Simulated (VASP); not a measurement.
Crystal: TaCl3F.

```
Ta Cl F
1.0
     4.64147    0.00000    0.00000
    -2.32073    4.01963    0.00000
     0.00000    0.00000    5.57070
Ta Cl F
1 3 1
Direct
  0.33333 0.66667 0.00000
  0.66667 0.33333 0.24892
  0.66667 0.33333 0.75108
  0.00000 0.00000 0.00000
  0.00000 0.00000 0.50000
```

The cell was built from a structure type or drawn by symmetry, and may not be a known phase.

Base run:

| Property | Result |
| --- | --- |
| Program | VASP 6.6.1 |
| Functional | PBE |
| Potentials or basis | VASP PAW PBE potentials, release 64 (Ta_pv, Cl, F) |
| Cutoff | 600 eV |
| k mesh | 6 × 6 × 4 |
| Occupations | gaussian, width 0.1 eV |
| Spin | no spin polarisation |

Its results: pressure -8.7 GPa.

Problem. The run is repeated on the same cell with these changes: spin from no spin polarisation to collinear spin; further incar settings from ALGO = Normal; EDIFF = 1e-06; NBANDS = 28 to ALGO = Normal; EDIFF = 1e-06; NBANDS = 32. What comes out?

Solution. Pressure -7.9 GPa; net moment 1.12 μB per cell; site moments Ta +1.05; Cl -0.09, -0.04 (each value once); F -0.05 μB.

Caveats: the cell stands under tension; an odd number of electrons without spin polarisation forces a metal (at least some runs); a magnetic or distorted state may lie lower (at least some runs).
